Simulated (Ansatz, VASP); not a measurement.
## CaO: VASP beside Ansatz

```
CELL_PARAMETERS angstrom
-0.02538 2.39615 2.39615
2.39615 -0.02538 2.39615
2.39615 2.39615 -0.02538
ATOMIC_POSITIONS crystal
Ca 0.00000 0.00000 0.00000
O 0.50000 0.50000 0.50000
```

Change from the starting cell: epitaxial_111 strain +1.0%.

Alike in both runs: task single point; functional r2SCAN; k mesh 10 × 10 × 10; no spin polarisation.

|  | VASP | Ansatz |
| --- | --- | --- |
| version | VASP 6.6.1 | Ansatz 0.2.0 |
| potentials or method | VASP PAW PBE potentials, release 64 (Ca_sv, O) | plane waves, PAW |
| plane-wave cutoff (eV) | 520 | 500 |
| occupations | gaussian, width 0.01 eV | fixed |
| valence electrons in the cell | 16 | 16 |

```tsv
	VASP	Ansatz	Ansatz less VASP
gap on the k mesh at the Fermi level (eV)	4.15	4.16	+0.011
pressure (GPa)	-0.6	-1.6	-0.99
traceless stress, the component that is largest in VASP (GPa)	0.80	0.81	+0.011
```

VASP's potentials were made for PBE, not for r2SCAN.
